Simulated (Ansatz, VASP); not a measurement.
**Two plane-wave programs on C**

```
C
1.0
     1.20298   -2.08364    0.00000
     1.20298    2.08364    0.00000
     0.00000    0.00000    7.02683
C
4
Direct
  0.91662 0.08338 0.75314
  0.41662 0.58338 0.24686
  0.08338 0.91662 0.24686
  0.58338 0.41662 0.75314
```

Alike in both runs: task single point; functional r2SCAN; k mesh 12 × 12 × 4; occupations fermi-dirac, width 0.05 eV; no spin polarisation.

|  | VASP | Ansatz |
| --- | --- | --- |
| version | VASP 6.6.1 | Ansatz 0.2.0 |
| potentials or method | VASP PAW PBE potentials, release 64 (C) | Ansatz PAW |
| plane-wave cutoff (eV) | 520 | 500 |
| valence electrons in the cell | 16 | 16 |

VASP gave:

- gap on the k mesh at the Fermi level (eV): 0.03
- least direct gap on the mesh (eV): 0.03
- pressure (GPa): 19.1
- traceless stress, the component that is largest in VASP (GPa): -19.16
- rms of the force components (eV/Å): 0.014

Question: Which values does Ansatz return?

Answer: gap on the k mesh at the Fermi level (eV): 0.03; least direct gap on the mesh (eV): 0.03; pressure (GPa): 18.4; traceless stress, the component that is largest in VASP (GPa): -18.36; rms of the force components (eV/Å): 0.014.

VASP's potentials were made for PBE, not for r2SCAN. Atom by atom the forces differ by 0.000 eV/Å (rms over components). With one functional, cell and mesh, what is left measures potentials, basis and numerics.
